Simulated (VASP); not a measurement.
# SiO2 (Imma) in VASP: electric field gradients with PBE

Aim: the electric field gradients of SiO2 with PBE.

Program: VASP 6.6.1. These are calculated values, not measurements. Logs are shortened: lines on timing, memory, paths and dates and some standing lists are left out, and cuts for length are marked.

### 1 The cell of the first run

The structure is orthorhombic, space group Imma (No. 74). Conventional cell: a = 5.247 Å, b = 9.554 Å, c = 8.883 Å, α = 90.00°, β = 90.00°, γ = 90.00°. Si (site symmetry m) has 4 O at 1.60 to 1.61 Å within 2.1 Å. O (site symmetry mm2) has 2 Si at 1.61 Å within 2.1 Å. Within 2.1 Å of O (site symmetry 2) lie 2 Si at 1.61 Å. Within 2.1 Å of O (site symmetry 2/m) lie 2 Si at 1.60 Å.

### 2 Electric field gradients, PBE

Contents of INCAR:

```
SYSTEM = SiO2
PREC = Accurate
ENCUT = 520
EDIFF = 1E-8
ISMEAR = -1
SIGMA = 0.02
LREAL = .FALSE.
LASPH = .TRUE.
NELM = 100
ALGO = Normal
ISIF = 2
LWAVE = .FALSE.
LCHARG = .FALSE.
GGA = PE
LEFG = .TRUE.
NBANDS = 44
```

Contents of KPOINTS:

```
regular mesh
0
G
  5 5 5
  0 0 0
```

Contents of POSCAR:

```
SiO2
1.0
   -2.6233364600      4.7767535050      4.4416747250
    2.6233364600     -4.7767535050      4.4416747250
    2.6233364600      4.7767535050     -4.4416747250
Si O
4 8
Direct
    0.9295488000      0.8449448900      0.0846039100
    0.7396590200      0.1550551100      0.5846039100
    0.0704512000      0.1550551100      0.9153960900
    0.2603409800      0.8449448900      0.4153960900
    0.1306888700      0.8806888700      0.2500000000
    0.8693111300      0.1193111300      0.7500000000
    0.7931754100      0.5000000000      0.7931754100
    0.2068245900      0.0000000000      0.7068245900
    0.2068245900      0.5000000000      0.2068245900
    0.7931754100      0.0000000000      0.2931754100
    0.0000000000      0.0000000000      0.0000000000
    0.5000000000      0.0000000000      0.5000000000
```

Potentials or basis: VASP PAW PBE potentials, release 64 (Si, O).

Run with:

```
$ cat potpaw_PBE.64/Si/POTCAR potpaw_PBE.64/O/POTCAR > POTCAR
$ mpirun -np 1 vasp_std > vasp.out
```

OUTCAR:

```text
SYSTEM = SiO2
   PREC = Accurate
   ENCUT = 520
   EDIFF = 1E-8
   ISMEAR = -1
   LREAL = .FALSE.
   LASPH = .TRUE.
   NELM = 100
   ISIF = 2
   GGA = PE

 ion  position               nearest neighbor table
   1  0.930  0.845  0.085-  11 1.60   7 1.61  10 1.61   5 1.61   2 3.12   2 3.12
   2  0.740  0.155  0.585-  12 1.60  10 1.61   7 1.61   6 1.61   1 3.12   1 3.12
   3  0.070  0.155  0.915-  11 1.60   9 1.61   8 1.61   6 1.61   4 3.12   4 3.12
   4  0.260  0.845  0.415-  12 1.60   9 1.61   8 1.61   5 1.61   3 3.12   3 3.12
   5  0.131  0.881  0.250-   1 1.61   4 1.61
   6  0.869  0.119  0.750-   2 1.61   3 1.61
   7  0.793  0.500  0.793-   1 1.61   2 1.61
   8  0.207  0.000  0.707-   3 1.61   4 1.61
   9  0.207  0.500  0.207-   3 1.61   4 1.61
  10  0.793  0.000  0.293-   1 1.61   2 1.61
  11  0.000  0.000  0.000-   1 1.60   3 1.60
  12  0.500  0.000  0.500-   2 1.60   4 1.60

  LATTYP: Found a body centered orthorhombic cell.
 ALAT       =     5.2466729200
 B/A-ratio  =     1.6931395544
 C/A-ratio  =     1.8208695598

  Lattice vectors:

 A1 = (   2.6233364600,  -4.7767535050,  -4.4416747250)
 A2 = (  -2.6233364600,  -4.7767535050,   4.4416747250)
 A3 = (  -2.6233364600,   4.7767535050,  -4.4416747250)

Analysis of symmetry for initial positions (statically):
=====================================================================
 Subroutine PRICEL returns:
 Original cell was already a primitive cell.

 Routine SETGRP: Setting up the symmetry group for a
 body centered orthorhombic supercell.

 Subroutine GETGRP returns: Found  8 space group operations
 (whereof  4 operations were pure point group operations)
 out of a pool of  8 trial point group operations.

The static configuration has the point symmetry C_2h.
 The point group associated with its full space group is D_2h.

Analysis of symmetry for dynamics (positions and initial velocities):
=====================================================================
 Subroutine PRICEL returns:
 Original cell was already a primitive cell.

 Routine SETGRP: Setting up the symmetry group for a
 body centered orthorhombic supercell.

 Subroutine GETGRP returns: Found  8 space group operations
 (whereof  4 operations were pure point group operations)
 out of a pool of  8 trial point group operations.

The dynamic configuration has the point symmetry C_2h.
 The point group associated with its full space group is D_2h.

 Subroutine INISYM returns: Found  8 space group operations
 (whereof  4 operations are pure point group operations),
 and found     1 'primitive' translations

----------------------------------------------------------------------------------------

                                     Primitive cell

  volume of cell :     222.6351

  direct lattice vectors                    reciprocal lattice vectors
    -2.623336460  4.776753505  4.441674725     0.000000000  0.104673603  0.112570152
     2.623336460 -4.776753505  4.441674725     0.190596977  0.000000000  0.112570152
     2.623336460  4.776753505 -4.441674725     0.190596977  0.104673603  0.000000000

  length of vectors
     7.030486654  7.030486654  7.030486654     0.153715979  0.221357735  0.217448318

  position of ions in fractional coordinates (direct lattice)
     0.929548800  0.844944890  0.084603910
     0.739659020  0.155055110  0.584603910
     0.070451200  0.155055110  0.915396090
     0.260340980  0.844944890  0.415396090
     0.130688870  0.880688870  0.250000000
     0.869311130  0.119311130  0.750000000
     0.793175410  0.500000000  0.793175410
     0.206824590  0.000000000  0.706824590
     0.206824590  0.500000000  0.206824590
     0.793175410  0.000000000  0.293175410
     0.000000000  0.000000000  0.000000000
     0.500000000  0.000000000  0.500000000

  ion indices of the primitive-cell ions
   primitive index   ion index
                 1           1
                 2           2
[... 99 lines left out ...]
   IALGO  =     38    algorithm
   IMIX   =      4    mixing-type and parameters
     AMIX     =   0.40;   BMIX     =  1.00
     AMIX_MAG =   1.60;   BMIX_MAG =  1.00
  volume/ion in A,a.u.               =      18.55       125.20
  Fermi-wavevector in a.u.,A,eV,Ry     =   1.080447  2.041750 15.882987  1.167367
  Thomas-Fermi vector in A             =   2.216439
   LORBIT       =      0    0 simple, 1 ext, 2 COOP (PROOUT), +10 PAW based schemes
   GGA     = PE    functional components
   LHFCALC =     F    Hartree Fock is set to
   AEXX    =    0.0000 exact exchange contribution
   IVDW    =     0    specifies the selected vdW correction
   LEPSILON=     F    determine dielectric tensor
   LRPA    =     F    only Hartree local field effects (RPA)
 non-spin polarized calculation
  energy-cutoff  :      520.00
  volume of cell :      222.64
 maximum number of plane-waves:      6030
 NGX is ok and might be reduce to    54
   NGX = 27   NGY = 27   NGZ = 27

 number of electron      64.0000004 magnetization

 Free energy of the ion-electron system (eV)
  ---------------------------------------------------
  ext. energy  EPLUGINS =         0.00000000
  ---------------------------------------------------
  free energy    TOTEN  =       -94.80082625 eV

  energy without entropy =      -94.80082625  energy(sigma->0) =      -94.80082625

 E-fermi :  -0.9871     XC(G=0):  -7.0037

 val. band max:       -1.4905953390   @ k =   0.0000   0.0000   0.0000
 cond. band min:       3.9975071697   @ k =   0.0000   0.0000   0.0000
 fundamental gap:      5.4881025087
 Fermi energy:        -0.9871313914

 k-point     1 :       0.0000    0.0000    0.0000
  band No.  band energies     occupation
      1     -21.0145      2.00000
      2     -20.1020      2.00000
      3     -19.6317      2.00000
      4     -19.5539      2.00000
      5     -19.0198      2.00000
      6     -18.9689      2.00000
[... 1117 lines left out ...]
     43       9.1957      0.00000
     44       9.7191      0.00000

 [... further k-points ...]
[... 5 lines left out ...]
  --------------------------------------------------------------------------------------
  -------------------------------------------------------------------------------------
  Total        4.9298892      4.7474528      4.8919279      0.0000000     -0.0000000      0.0000000
  in kB       35.4775949     34.1647045     35.2044089      0.0000000     -0.0000000      0.0000000
  external PRESSURE =      34.9489028 kB  Pullay stress =       0.0000000 kB

 VOLUME and BASIS-vectors are now :
 -----------------------------------------------------------------------------
  energy-cutoff  :      520.00
  volume of cell :      222.64
      direct lattice vectors                 reciprocal lattice vectors
    -2.623336460  4.776753505  4.441674725     0.000000000  0.104673603  0.112570152
     2.623336460 -4.776753505  4.441674725     0.190596977  0.000000000  0.112570152
     2.623336460  4.776753505 -4.441674725     0.190596977  0.104673603  0.000000000

 POSITION                                       TOTAL-FORCE (eV/Angst)
 -----------------------------------------------------------------------------------
     -0.00000      0.80826      7.50594         0.000000      0.046445     -0.016516
      0.00000      5.58502      1.37741         0.000000      0.046445      0.016516
      2.62334      3.96849     -3.06427         0.000000     -0.046445      0.016516
      2.62334     -0.80826      3.06427         0.000000     -0.046445     -0.016516
      2.62334     -2.38838      3.38179        -0.000000     -0.000000      0.241139
     -0.00000      7.16513      1.05988         0.000000      0.000000     -0.241139
      1.31167      5.18923      2.22084         0.000000     -0.291759      0.000000
      1.31167      4.36428     -2.22084        -0.000000      0.291759      0.000000
      1.31167     -0.41248      2.22084        -0.000000      0.291759      0.000000
     -1.31167      5.18923      2.22084         0.000000     -0.291759      0.000000
      0.00000      0.00000      0.00000         0.000000      0.000000      0.000000
      0.00000      4.77675      0.00000         0.000000     -0.000000      0.000000
 -----------------------------------------------------------------------------------
    total drift:                               -0.000000      0.000000     -0.000000

  FREE ENERGIE OF THE ION-ELECTRON SYSTEM (eV)
  ---------------------------------------------------
  free  energy   TOTEN  =       -94.8008262489 eV

  energy  without entropy=      -94.8008262489  energy(sigma->0) =      -94.80082625

 Electric field gradients (V/A^2)
---------------------------------------------------------------------
 ion       V_xx      V_yy      V_zz      V_xy      V_xz      V_yz
---------------------------------------------------------------------
   1      -3.549     4.572    -1.024     0.000     0.000     5.723
   2      -3.549     4.572    -1.024    -0.000    -0.000    -5.723
   3      -3.549     4.572    -1.024     0.000     0.000     5.723
   4      -3.549     4.572    -1.024    -0.000    -0.000    -5.723
   5     -49.733    92.260   -42.527     0.000     0.001     0.000
   6     -49.733    92.260   -42.527     0.000     0.001     0.000
   7      50.069   -40.757    -9.313    -0.000    64.671    -0.001
   8      50.070   -40.757    -9.313    -0.000   -64.672    -0.001
   9      50.069   -40.757    -9.313    -0.000    64.671    -0.001
  10      50.070   -40.757    -9.313    -0.000   -64.672    -0.001
  11     -49.777   -11.047    60.824     0.001     0.001   -63.947
  12     -49.777   -11.047    60.824     0.001     0.001    63.947
---------------------------------------------------------------------

 Electric field gradients after diagonalization (V/A^2)
 (convention: |V_zz| > |V_xx| > |V_yy|)
----------------------------------------------------------------------
 ion       V_xx      V_yy      V_zz     asymmetry (V_yy - V_xx)/ V_zz
----------------------------------------------------------------------
   1      -4.596    -3.549     8.144       0.129
   2      -4.596    -3.549     8.144       0.129
   3      -4.596    -3.549     8.144       0.129
   4      -4.596    -3.549     8.144       0.129
   5     -49.733   -42.527    92.260       0.078
   6     -49.733   -42.527    92.260       0.078
   7     -50.783   -40.757    91.540       0.110
   8     -50.784   -40.757    91.540       0.110
   9     -50.783   -40.757    91.540       0.110
  10     -50.784   -40.757    91.540       0.110
  11     -49.777   -48.463    98.241       0.013
  12     -49.777   -48.464    98.241       0.013
----------------------------------------------------------------------

           NMR quadrupolar parameters

 Cq : quadrupolar parameter    Cq=e*Q*V_zz/h
 eta: asymmetry parameters     (V_yy - V_xx)/ V_zz
 Q  : nuclear electric quadrupole moment in mb (millibarn)
----------------------------------------------------------------------
 ion       Cq(MHz)       eta       Q (mb)
----------------------------------------------------------------------
   1       0.020       0.129       1.000
   2       0.020       0.129       1.000
   3       0.020       0.129       1.000
   4       0.020       0.129       1.000
   5       0.223       0.078       1.000
   6       0.223       0.078       1.000
   7       0.221       0.110       1.000
   8       0.221       0.110       1.000
   9       0.221       0.110       1.000
  10       0.221       0.110       1.000
  11       0.238       0.013       1.000
  12       0.238       0.013       1.000
----------------------------------------------------------------------
```

It took 6.1 min on 1 thread of Intel Xeon Platinum 8488C (Sapphire Rapids), shared host; peak memory 0.47 GiB.

What came out:

```yaml
Free_energy: -94.8008 eV
Pressure: 3.5 GPa
Largest_force: 0.292 eV/Å
Band_gap_on_the_k_mesh: 5.49 eV, direct
```

Forces on the atoms (eV/Å):
```
Si   0.000  0.046 -0.017
Si   0.000  0.046  0.017
Si   0.000 -0.046  0.017
Si   0.000 -0.046 -0.017
O    0.000  0.000  0.241
O    0.000  0.000 -0.241
O    0.000 -0.292  0.000
O    0.000  0.292  0.000
O    0.000  0.292  0.000
O    0.000 -0.292  0.000
O    0.000  0.000  0.000
O    0.000  0.000  0.000
```

Levels at points of the mesh, in eV from the valence-band top:
```tsv
k point	band 29	band 30	band 31	band 32	band 33	band 34	band 35	band 36
(0.00, 0.00, 0.00)	-1.05	-0.71	-0.42	0.00	5.49	8.51	8.70	8.93
```

Electric field gradients, principal values (V/Å²):
| atom | least | middle | greatest (by size) |
| --- | --- | --- | --- |
| 1 Si | -3.549 | -4.596 | 8.144 |
| 2 Si | -3.549 | -4.596 | 8.144 |
| 3 Si | -3.549 | -4.596 | 8.144 |
| 4 Si | -3.549 | -4.596 | 8.144 |
| 5 O | -42.527 | -49.733 | 92.260 |
| 6 O | -42.527 | -49.733 | 92.260 |
| 7 O | -40.757 | -50.783 | 91.540 |
| 8 O | -40.757 | -50.784 | 91.540 |
| 9 O | -40.757 | -50.783 | 91.540 |
| 10 O | -40.757 | -50.784 | 91.540 |
| 11 O | -48.463 | -49.777 | 98.241 |
| 12 O | -48.464 | -49.777 | 98.241 |

Caveat: without QUAD_EFG the Cq values of the log hold for a quadrupole moment of 1 mb, not for the nuclei. A k mesh can miss the band edges.
